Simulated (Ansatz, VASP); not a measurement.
Li2Se in VASP and in Ansatz

```
CELL_PARAMETERS angstrom
6.00500 0.00000 0.00000
0.00000 -6.00500 0.00000
0.00000 0.00000 -6.00500
ATOMIC_POSITIONS crystal
Li 0.25000 0.25000 0.25000
Li 0.75000 0.75000 0.25000
Li 0.75000 0.25000 0.75000
Li 0.25000 0.75000 0.75000
Li 0.75000 0.75000 0.75000
Li 0.25000 0.25000 0.75000
Li 0.25000 0.75000 0.25000
Li 0.75000 0.25000 0.25000
Se 0.00000 0.50000 0.50000
Se 0.50000 0.00000 0.50000
Se 0.50000 0.50000 0.00000
Se 0.00000 0.00000 0.00000
```

Alike in both runs: task single point; functional LDA; k mesh 4 × 4 × 4; occupations gaussian, width 0.05 eV; no spin polarisation.

```csv
,VASP,Ansatz
version,VASP 6.6.1,Ansatz 0.2.0
potentials or method,"VASP PAW LDA potentials, release 64 (Li_sv, Se), cutoff 750 eV","scalar-relativistic, plane waves, PAW"
valence electrons in the cell,48,88
```

```tsv
	VASP	Ansatz	Ansatz less VASP
gap on the k mesh at the Fermi level (eV)	2.81	2.81	+0.005
least direct gap on the mesh (eV)	2.81	2.81	+0.005
pressure (GPa)	-2.6	-2.6	+0.03
```

LDA's correlation is that of Perdew and Zunger in VASP and of Perdew and Wang (1992) in Ansatz. VASP's potentials hold 48 valence electrons a cell and Ansatz's 88, so a difference there can come from the potentials and not from the codes.
